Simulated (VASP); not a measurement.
# Pt3PbC in VASP: further runs

The runs below take Pt3PbC through single point, with PBE.

All numbers are computed with VASP 6.6.1; they aren't measurements. Logs are shortened: lines on timing, memory, paths and dates and some standing lists are left out, and cuts for length are marked.

## (1) The cell of the first run

It takes space group Pm-3m (No. 221, cubic). The conventional cell has a = 4.348 Å, b = 4.348 Å, c = 4.348 Å, α = 90.00°, β = 90.00°, γ = 90.00°. Within 4.0 Å of Pb (site symmetry m-3m) lie 12 Pt at 3.07 Å and 8 C at 3.77 Å. Within 2.9 Å of Pt (site symmetry 4/mmm) lie 2 C at 2.17 Å. Within 2.9 Å of C (site symmetry m-3m) lie 6 Pt at 2.17 Å.

## (2) Single point, PBE

The input, INCAR:

```
ALGO = Normal ; EDIFF = 1E-7
ENCUT = 520 ; GGA = PE
ISIF = 2 ; ISMEAR = -1
LASPH = True ; LCHARG = False
LREAL = False ; LWAVE = False
NBANDS = 32 ; NELM = 100
PREC = Accurate ; SIGMA = 0.05
```

The input, KPOINTS:

```
k-points
0
Gamma
  6 6 6
```

The input, POSCAR:

```
Pt3PbC
1.0
    4.3480430000      0.0000000000      0.0000000000
    0.0000000000      4.3480430000      0.0000000000
    0.0000000000      0.0000000000      4.3480430000
Pb Pt C
1 3 1
Direct
    0.0000000000      0.0000000000      0.0000000000
    0.5000000000      0.0000000000      0.5000000000
    0.5000000000      0.5000000000      0.0000000000
    0.0000000000      0.5000000000      0.5000000000
    0.5000000000      0.5000000000      0.5000000000
```

Potentials or basis: VASP PAW PBE potentials, release 64 (Pb_d, Pt, C).

Run with:

```console
cat potpaw_PBE.64/Pb_d/POTCAR potpaw_PBE.64/Pt/POTCAR potpaw_PBE.64/C/POTCAR > POTCAR
mpirun -np 1 vasp_std > vasp.out
```

OUTCAR:

```text
EDIFF = 1E-7
   ENCUT = 520
   GGA = PE
   ISIF = 2
   ISMEAR = -1
   LASPH = True
   LREAL = False
   NELM = 100
   PREC = Accurate

 ion  position               nearest neighbor table
   1  0.000  0.000  0.000-   2 3.07   3 3.07   4 3.07   2 3.07   4 3.07   3 3.07   4 3.07   4 3.07
                             2 3.07   3 3.07   2 3.07   3 3.07
   2  0.500  0.000  0.500-   5 2.17   5 2.17   4 3.07   1 3.07   1 3.07   3 3.07   3 3.07   4 3.07
                             3 3.07   3 3.07   1 3.07   4 3.07   1 3.07   4 3.07
   3  0.500  0.500  0.000-   5 2.17   5 2.17   4 3.07   1 3.07   2 3.07   4 3.07   2 3.07   1 3.07
                             2 3.07   2 3.07   1 3.07   4 3.07   4 3.07   1 3.07
   4  0.000  0.500  0.500-   5 2.17   5 2.17   3 3.07   1 3.07   1 3.07   3 3.07   1 3.07   2 3.07
                             1 3.07   2 3.07   3 3.07   2 3.07   3 3.07   2 3.07
   5  0.500  0.500  0.500-   2 2.17   3 2.17   4 2.17   3 2.17   2 2.17   4 2.17

  LATTYP: Found a simple cubic cell.
 ALAT       =     4.3480430000

  Lattice vectors:

 A1 = (   4.3480430000,   0.0000000000,   0.0000000000)
 A2 = (   0.0000000000,   4.3480430000,   0.0000000000)
 A3 = (   0.0000000000,   0.0000000000,   4.3480430000)

Analysis of symmetry for initial positions (statically):
=====================================================================
 Subroutine PRICEL returns:
 Original cell was already a primitive cell.

 Routine SETGRP: Setting up the symmetry group for a
 simple cubic supercell.

 Subroutine GETGRP returns: Found 48 space group operations
 (whereof 48 operations were pure point group operations)
 out of a pool of 48 trial point group operations.

The static configuration has the point symmetry O_h .

Analysis of symmetry for dynamics (positions and initial velocities):
=====================================================================
 Subroutine PRICEL returns:
 Original cell was already a primitive cell.

 Routine SETGRP: Setting up the symmetry group for a
 simple cubic supercell.

 Subroutine GETGRP returns: Found 48 space group operations
 (whereof 48 operations were pure point group operations)
 out of a pool of 48 trial point group operations.

The dynamic configuration has the point symmetry O_h .

 Subroutine INISYM returns: Found 48 space group operations
 (whereof 48 operations are pure point group operations),
 and found     1 'primitive' translations

----------------------------------------------------------------------------------------

                                     Primitive cell

  volume of cell :      82.2018

  direct lattice vectors                    reciprocal lattice vectors
     4.348043000  0.000000000  0.000000000     0.229988526  0.000000000  0.000000000
     0.000000000  4.348043000  0.000000000     0.000000000  0.229988526  0.000000000
     0.000000000  0.000000000  4.348043000     0.000000000  0.000000000  0.229988526

  length of vectors
     4.348043000  4.348043000  4.348043000     0.229988526  0.229988526  0.229988526

  position of ions in fractional coordinates (direct lattice)
     0.000000000  0.000000000  0.000000000
     0.500000000  0.000000000  0.500000000
     0.500000000  0.500000000  0.000000000
     0.000000000  0.500000000  0.500000000
     0.500000000  0.500000000  0.500000000

  ion indices of the primitive-cell ions
   primitive index   ion index
                 1           1
                 2           2
                 3           3
                 4           4
                 5           5

----------------------------------------------------------------------------------------

 KPOINTS: k-points

Automatic generation of k-mesh.
 Grid dimensions read from file:
 generate k-points for:    6    6    6

 Generating k-lattice:

  Cartesian coordinates                     Fractional coordinates (reciprocal lattice)
     0.038331421  0.000000000  0.000000000     0.166666667  0.000000000  0.000000000
     0.000000000  0.038331421  0.000000000     0.000000000  0.166666667  0.000000000
     0.000000000  0.000000000  0.038331421     0.000000000  0.000000000  0.166666667

  Length of vectors
     0.038331421  0.038331421  0.038331421

  Shift w.r.t. Gamma in fractional coordinates (k-lattice)
     0.000000000  0.000000000  0.000000000

 Subroutine IBZKPT returns following result:
 ===========================================

 Found     20 irreducible k-points:

 Following reciprocal coordinates:
            Coordinates               Weight
  0.000000  0.000000  0.000000      1.000000
  0.166667  0.000000  0.000000      6.000000
  0.333333  0.000000  0.000000      6.000000
  0.500000  0.000000  0.000000      3.000000
  0.166667  0.166667  0.000000     12.000000
  0.333333  0.166667  0.000000     24.000000
[... 12 lines left out ...]
  0.500000  0.500000  0.333333      6.000000
  0.500000  0.500000  0.500000      1.000000
   k-points           NKPTS =     20   k-points in BZ     NKDIM =     20   number of bands    NBANDS=     32
   number of dos      NEDOS =    301   number of ions     NIONS =      5
   total plane-waves  NPLWV =  32768
   dimension x,y,z NGX =    32 NGY =   32 NGZ =   32
   dimension x,y,z NGXF=    64 NGYF=   64 NGZF=   64
   ions per type =               1   3   1
   NGX,Y,Z   is equivalent  to a cutoff of  12.24, 12.24, 12.24 a.u.
   NGXF,Y,Z  is equivalent  to a cutoff of  24.47, 24.47, 24.47 a.u.
 SYSTEM =  unknown system
   PREC   = accura    normal or accurate (medium, high low for compatibility)
   ISTART =      0    job   : 0-new  1-cont  2-samecut
   ICHARG =      2    charge: 1-file 2-atom 10-const
   ISPIN  =      1    spin polarized calculation?
   LNONCOLLINEAR =      F non collinear calculations
   LSORBIT =      F    spin-orbit coupling
   LASPH  =      T    aspherical Exc in radial PAW
   ENCUT  =  520.0 eV  38.22 Ry    6.18 a.u.   8.08  8.08  8.08*2*pi/ulx,y,z
   NELM   =    100;   NELMIN=  2; NELMDL= -5     # of ELM steps
   EDIFF  = 0.1E-06   stopping-criterion for ELM
   LREAL  =      F    real-space projection
   EDIFFG = 0.1E-05   stopping-criterion for IOM
   NSW    =      0    number of steps for IOM
   IBRION =     -1    ionic relax: 0-MD 1-quasi-New 2-CG
   NFREE  =      0    steps in history (QN), initial steepest desc. (CG)
   ISIF   =      2    stress and relaxation
   ISYM   =      2    0-nonsym 1-usesym 2-fastsym
   POTIM  = 0.5000    time-step for ionic-motion
   TEBEG  =    0.0;   TEEND  =   0.0 temperature during run
   PSTRESS=    0.0 pullay stress
   NELECT =      48.0000    total number of electrons
   NUPDOWN=      -1.0000    fix difference up-down
   EMIN   =  10.00;   EMAX   =-10.00  energy-range for DOS
   EFERMI =   0.00;   METHOD = LEGACY
   ISMEAR =    -1;   SIGMA  =   0.05  broadening in eV -4-tet -1-fermi 0-gaus
   EFERMI_NEDOS =   21; number of points for ismear=-14 and -15
   IALGO  =     38    algorithm
   IMIX   =      4    mixing-type and parameters
     AMIX     =   0.40;   BMIX     =  1.00
     AMIX_MAG =   1.60;   BMIX_MAG =  1.00
  volume/ion in A,a.u.               =      16.44       110.95
  Fermi-wavevector in a.u.,A,eV,Ry     =   1.368342  2.585792 25.475012  1.872361
  Thomas-Fermi vector in A             =   2.494315
   LORBIT       =      0    0 simple, 1 ext, 2 COOP (PROOUT), +10 PAW based schemes
   GGA     = PE    functional components
   LHFCALC =     F    Hartree Fock is set to
   AEXX    =    0.0000 exact exchange contribution
   IVDW    =     0    specifies the selected vdW correction
   LEPSILON=     F    determine dielectric tensor
   LRPA    =     F    only Hartree local field effects (RPA)
 non-spin polarized calculation
  energy-cutoff  :      520.00
  volume of cell :       82.20
 maximum number of plane-waves:      2272
   NGX = 17   NGY = 17   NGZ = 17

 number of electron      47.9999991 magnetization

 Free energy of the ion-electron system (eV)
  ---------------------------------------------------
  ext. energy  EPLUGINS =         0.00000000
  ---------------------------------------------------
  free energy    TOTEN  =       -29.14216241 eV

  energy without entropy =      -29.10383983  energy(sigma->0) =      -29.12300112

 E-fermi :   9.1586     XC(G=0): -12.2645

 val. band max:        9.1091811706   @ k =   0.1667   0.1667   0.0000
 cond. band min:       9.1735262510   @ k =   0.3333   0.3333   0.3333
 fundamental gap:      0.0643450804
 Fermi energy:         9.1585779286

 k-point     1 :       0.0000    0.0000    0.0000
  band No.  band energies     occupation
      1      -7.1910      2.00000
      2      -7.1910      2.00000
      3      -7.1730      2.00000
      4      -7.1730      2.00000
      5      -7.1730      2.00000
      6      -4.4650      2.00000
[... 24 lines left out ...]
     31      14.1923      0.00000
     32      17.9369      0.00000

 k-point     2 :       0.1667    0.0000    0.0000
  band No.  band energies     occupation
      1      -7.1867      2.00000
      2      -7.1779      2.00000
      3      -7.1721      2.00000
      4      -7.1703      2.00000
      5      -7.1703      2.00000
      6      -4.2906      2.00000
[... 24 lines left out ...]
     31      14.8745      0.00000
     32      17.1988      0.00000

 k-point     3 :       0.3333    0.0000    0.0000
  band No.  band energies     occupation
      1      -7.1782      2.00000
      2      -7.1702      2.00000
      3      -7.1648      2.00000
      4      -7.1648      2.00000
      5      -7.1516      2.00000
      6      -3.8773      2.00000
[... 24 lines left out ...]
     31      16.2944      0.00000
     32      16.7689      0.00000

 k-point     4 :       0.5000    0.0000    0.0000
  band No.  band energies     occupation
      1      -7.1739      2.00000
      2      -7.1692      2.00000
      3      -7.1620      2.00000
      4      -7.1620      2.00000
      5      -7.1385      2.00000
      6      -3.6213      2.00000
[... 514 lines left out ...]
     31      17.0156      0.00000
     32      19.0423      0.00000

 k-point    19 :       0.5000    0.5000    0.3333
  band No.  band energies     occupation
      1      -7.2006      2.00000
      2      -7.1908      2.00000
      3      -7.1908      2.00000
      4      -7.1248      2.00000
      5      -7.1129      2.00000
      6      -2.0424      2.00000
[... 24 lines left out ...]
     31      17.3244      0.00000
     32      18.0877      0.00000

 k-point    20 :       0.5000    0.5000    0.5000
  band No.  band energies     occupation
      1      -7.2006      2.00000
      2      -7.2006      2.00000
      3      -7.2006      2.00000
      4      -7.1150      2.00000
      5      -7.1150      2.00000
      6      -1.7030      2.00000
[... 24 lines left out ...]
     31      17.5145      0.00000
     32      17.5145      0.00000

------------------------ aborting loop because EDIFF is reached ----------------------------------------

  FORCE on cell =-STRESS in cart. coord.  units (eV):
  Direction    XX          YY          ZZ          XY          YZ          ZX
  --------------------------------------------------------------------------------------
  -------------------------------------------------------------------------------------
  Total       -0.3811210     -0.3811210     -0.3811210      0.0000000     -0.0000000     -0.0000000
  in kB       -7.4283438     -7.4283438     -7.4283438      0.0000000     -0.0000000     -0.0000000
  external PRESSURE =      -7.4283438 kB  Pullay stress =       0.0000000 kB

 VOLUME and BASIS-vectors are now :
 -----------------------------------------------------------------------------
  energy-cutoff  :      520.00
  volume of cell :       82.20
      direct lattice vectors                 reciprocal lattice vectors
     4.348043000  0.000000000  0.000000000     0.229988526  0.000000000  0.000000000
     0.000000000  4.348043000  0.000000000     0.000000000  0.229988526  0.000000000
     0.000000000  0.000000000  4.348043000     0.000000000  0.000000000  0.229988526

 POSITION                                       TOTAL-FORCE (eV/Angst)
 -----------------------------------------------------------------------------------
      0.00000      0.00000      0.00000         0.000000      0.000000      0.000000
      2.17402      0.00000      2.17402         0.000000      0.000000      0.000000
      2.17402      2.17402      0.00000         0.000000      0.000000      0.000000
      0.00000      2.17402      2.17402         0.000000      0.000000      0.000000
      2.17402      2.17402      2.17402         0.000000      0.000000      0.000000
 -----------------------------------------------------------------------------------
    total drift:                                0.000000     -0.000000     -0.000000

  FREE ENERGIE OF THE ION-ELECTRON SYSTEM (eV)
  ---------------------------------------------------
  free  energy   TOTEN  =       -29.1421624058 eV

  energy  without entropy=      -29.1038398330  energy(sigma->0) =      -29.12300112
```

It took 65 s on 1 thread of Intel Xeon 8259CL, shared host; peak memory 0.21 GiB.

What came out:

* Free energy: -29.1422 eV
* Pressure: -0.7 GPa
* Band gap on the k mesh: zero (bands 24 and 25 overlap by 0.78 eV)

Caveat: spin-orbit coupling is left out, which moves the levels of the heavy elements.

## (3) Single point, PBE

This run uses another cell than the first one, of 16.77 Å³/atom.

The input, INCAR:

```
SYSTEM = Pt3PbC
  ALGO = Normal
  EDIFF = 1E-6
  ENCUT = 520
  GGA = PE
  ISIF = 2
  ISMEAR = -1
  LASPH = .True.
  LCHARG = .False.
  LREAL = .False.
  LWAVE = .False.
  NBANDS = 32
  NELM = 80
  PREC = Accurate
  SIGMA = 0.05
```

The input, KPOINTS:

```
k-points
0
Gamma
  6 6 6
  0 0 0
```

POSCAR: that of step 2 with these lines changed.

```diff
@@ -2,5 +2,5 @@
 1.0
-    4.3480430000      0.0000000000      0.0000000000
-    0.0000000000      4.3480430000      0.0000000000
-    0.0000000000      0.0000000000      4.3480430000
+    4.3768388259      0.0000000000      0.0000000000
+    0.0000000000      4.3768388259      0.0000000000
+    0.0000000000      0.0000000000      4.3768388259
 Pb Pt C
```

Potentials or basis: VASP PAW PBE potentials, release 64 (Pb_d, Pt, C).

Run with:

```console
cat potpaw_PBE.64/Pb_d/POTCAR potpaw_PBE.64/Pt/POTCAR potpaw_PBE.64/C/POTCAR > POTCAR
mpirun -np 1 vasp_std > vasp.out
```

It took 78 s on 1 thread of Intel Xeon 8259CL, shared host; peak memory 0.23 GiB.

The run converged. Its results:

- Free energy: -29.1196 eV
- Pressure: -3.8 GPa
- Band gap on the k mesh: zero (bands 24 and 25 overlap by 0.80 eV)

Levels at points of the mesh, in eV from the Fermi level:
```csv
k point,band 22,band 23,band 24,band 25,band 26,band 27
"(0.00, 0.00, 0.00)",-0.55,-0.55,-0.53,0.05,1.37,1.37
"(0.50, 0.00, 0.00)",-0.55,-0.29,0.11,0.11,2.48,3.43
"(0.50, 0.50, 0.00)",-1.38,-0.17,-0.17,1.16,2.10,3.87
"(0.50, 0.50, 0.50)",-0.71,-0.69,-0.69,-0.69,1.12,1.12
```

Caveat: the cell stands under tension; spin-orbit coupling is left out, which moves the levels of the heavy elements.

## (4) Single point, PBE

This run uses another cell than the first one, of 17.10 Å³/atom.

The input, INCAR:

```
SYSTEM = Pt3PbC
PREC     = Accurate       ! precision mode
ENCUT    = 520            ! plane-wave cutoff, eV
EDIFF    = 1E-6           ! SCF threshold, eV
ISMEAR   = -1             ! smearing method
SIGMA    = 0.05           ! smearing width, eV
LREAL    = .FALSE.        ! projectors in reciprocal space
LASPH    = .TRUE.         ! aspherical terms in the spheres
NELM     = 100            ! most SCF steps
ALGO     = Normal         ! electronic algorithm
ISIF     = 2              ! what is computed and relaxed
LWAVE    = .FALSE.        ! write WAVECAR
LCHARG   = .FALSE.        ! write CHGCAR
GGA      = PE             ! functional
NBANDS   = 32             ! bands
```

The input, KPOINTS:

```
regular mesh
0
G
  6 6 6
  0 0 0
```

POSCAR: that of step 3 with these lines changed.

```diff
@@ -2,5 +2,5 @@
 1.0
-    4.3768388259      0.0000000000      0.0000000000
-    0.0000000000      4.3768388259      0.0000000000
-    0.0000000000      0.0000000000      4.3768388259
+    4.4052606537      0.0000000000      0.0000000000
+    0.0000000000      4.4052606537      0.0000000000
+    0.0000000000      0.0000000000      4.4052606537
 Pb Pt C
```

Run with:

```console
cat potpaw_PBE.64/Pb_d/POTCAR potpaw_PBE.64/Pt/POTCAR potpaw_PBE.64/C/POTCAR > POTCAR
mpirun -np 1 vasp_std > vasp.out
```

It took 80 s on 1 thread of Intel Xeon 8259CL, shared host; peak memory 0.23 GiB.

Results (log left out):

```yaml
Free_energy: -29.0675 eV
Pressure: -6.5 GPa
Band_gap_on_the_k_mesh: zero (bands 24 and 25 overlap by 0.79 eV)
```

Levels at points of the mesh, in eV from the Fermi level:
```csv
k point,band 21,band 22,band 23,band 24,band 25,band 26,band 27,band 28
"(0.00, 0.00, 0.00)",-0.54,-0.54,-0.54,-0.51,-0.03,1.39,1.39,1.39
"(0.50, 0.00, 0.00)",-1.51,-0.54,-0.33,0.12,0.12,2.37,3.36,3.45
"(0.50, 0.50, 0.00)",-1.54,-1.35,-0.17,-0.17,1.15,2.04,3.84,4.27
"(0.50, 0.50, 0.50)",-1.51,-0.75,-0.67,-0.67,-0.67,1.08,1.08,1.08
```

Caveat: the cell stands under tension; spin-orbit coupling is left out, which moves the levels of the heavy elements.

(Continued in part 2 of 2.)
